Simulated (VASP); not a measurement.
A run of VASP 6.6.1:

POSCAR

```
Ge
1.0
    0.0035359625      2.8287700000      2.8287700000
    2.8287700000      0.0035359625      2.8287700000
    2.8323059625      2.8323059625      0.0000000000
Ge
2
Direct
    0.5000000000      0.5000000000      0.5000000000
    0.7500000000      0.7500000000      0.7500000000
```

File INCAR.step1:

```
SYSTEM = Ge
  PREC = Accurate
  ENCUT = 520
  ISMEAR = 0
  SIGMA = 0.05
  LREAL = .FALSE.
  LASPH = .TRUE.
  NELM = 80
  NBANDS = 21
  GGA = PE
  ALGO = Normal
  EDIFF = 1E-4
  LWAVE = .TRUE.
  LCHARG = .FALSE.
```

Contents of INCAR.step2:

```
SYSTEM = Ge
  PREC = Accurate
  ENCUT = 520
  EDIFF = 1E-6
  ISMEAR = 0
  SIGMA = 0.05
  LREAL = .FALSE.
  LASPH = .TRUE.
  NELM = 80
  ALGO = Normal
  ISIF = 2
  LWAVE = .FALSE.
  LCHARG = .TRUE.
  METAGGA = R2SCAN
  LMIXTAU = .TRUE.
  LELF = .TRUE.
  LVHAR = .TRUE.
  NBANDS = 21
  ISTART = 1
```

KPOINTS

```
Automatic mesh
0
G
  10 10 10
  0 0 0
```

Potentials or basis: VASP PAW PBE potentials, release 64 (Ge_d).

Run with:

```bash
$ cat potpaw_PBE.64/Ge_d/POTCAR > POTCAR
$ cp INCAR.step1 INCAR
$ mpirun -np 1 vasp_std > vasp.out
$ cp INCAR.step2 INCAR
$ mpirun -np 1 vasp_std > vasp.out
```

Hardware: 1 thread of AMD EPYC 9R45 96-Core Processor (Zen 5), with other jobs on the host.

Question: How long does it take, and how much memory?

Answer: It took 5.3 min on 1 thread of AMD EPYC 9R45 96-Core Processor (Zen 5), with other jobs on the host, peak memory 0.23 GiB. Counts: k points 171.
